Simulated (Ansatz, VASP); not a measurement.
Two plane-wave programs on Mg2O3

```
Mg O
1.0
     2.68507    1.55023    4.88723
    -2.68507    1.55023    4.88723
     0.00000   -3.10045    4.88723
Mg O
4 6
Cartesian
  0.0000 0.0000 12.4944
  0.0000 0.0000 9.4981
  0.0000 0.0000 2.1673
  0.0000 0.0000 5.1636
  -1.0405 -1.5502 6.1090
  1.8628 -0.1260 6.1090
  -0.8223 1.6762 6.1090
  1.0405 1.5502 8.5526
  -1.8628 0.1260 8.5526
  0.8223 -1.6762 8.5526
```

Alike in both runs: task relaxation of cell and atoms; functional PBE; k mesh 6 × 6 × 6; occupations gaussian, width 0.1 eV; collinear spin.

|  | VASP | Ansatz |
| --- | --- | --- |
| version | VASP 6.6.1 | Ansatz 0.2.0 |
| potentials or method | VASP PAW PBE potentials, release 64 (Mg, O), cutoff 600 eV | scalar-relativistic, plane waves, PAW |
| valence electrons in the cell | 44 | 76 |

```tsv
	VASP	Ansatz	Ansatz less VASP
gap on the k mesh at the Fermi level, each at its own relaxed structure (eV)	none	none	-
net moment per atom (μB)	0.40	0.40	0.000
size of the moment on the site where the two differ most (μB)	0.55	0.60	+0.045
relaxed volume (Å³/atom)	11.13	11.21	+0.079
relaxed length of the cell vector where the two differ most in proportion (Å)	5.563	5.548	-0.0158
```

Site moments also hang on the region over which each program counts them. A gap of «none» marks a metal or a gap that the smearing closes. VASP's potentials hold 44 valence electrons a cell and Ansatz's 76, so a difference there can come from the potentials and not from the codes.
